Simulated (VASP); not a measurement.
Wanted: the native input for a VASP 6.6.1 run.

```yaml
Task: single point
Functional: LDA
Potentials_or_basis: VASP PAW LDA potentials, release 64 (Ni)
Cutoff: 520 eV
k_mesh: 12 × 12 × 7
Occupations: fermi-dirac, width 0.05 eV
Spin: collinear spin, ferromagnetic start
Starting_moments: "[1.0, 1.0] μB"
Dipole_correction: no
Further_INCAR_settings: ALGO = Fast; EDIFF = 1e-06; NBANDS = 21
```

The structure of Ni lies in POSCAR:

```
Ni
1.0
    2.4802374197      0.0000000000      0.0000000000
   -1.2401187098      2.1479486129      0.0000000000
    0.0000000000      0.0000000000      4.1264032895
Ni
2
Direct
    0.6666666667      0.3333333333      0.7500000000
    0.3333333333      0.6666666667      0.2500000000
```

This cell differs from its parent crystal: volume scaled by 1.04.

These files were run (other wordings do the same):

INCAR

```
SYSTEM = Ni
  PREC = Accurate
  ENCUT = 520
  EDIFF = 1E-6
  ISMEAR = -1
  SIGMA = 0.05
  LREAL = .False.
  LASPH = .True.
  NELM = 150
  ALGO = Fast
  ISIF = 2
  LWAVE = .False.
  LCHARG = .True.
  ISPIN = 2
  MAGMOM = 1 1
  LORBIT = 11
  LMAXMIX = 4
  GGA = CA
  LELF = .True.
  LVHAR = .True.
  NBANDS = 21
```

KPOINTS

```
regular mesh
0
Gamma
  12 12 7
  0 0 0
```

Potentials or basis: VASP PAW LDA potentials, release 64 (Ni).

Launch:

```bash
$ cat potpaw_LDA.64/Ni/POTCAR > POTCAR
$ mpirun -np 1 vasp_std > vasp.out
```

It gave:

| Item | Value |
| --- | --- |
| Pressure | -17.8 GPa |
| Net moment | 1.21 μB per cell |
| Site moments | Ni +0.61 μB |
| Valence electrons inside the program's atomic spheres | Ni 9.30 |

Run time: 34 s on 1 thread of Intel(R) Xeon(R) 6975P-C (Granite Rapids) (shared host), peak memory 0.16 GiB.
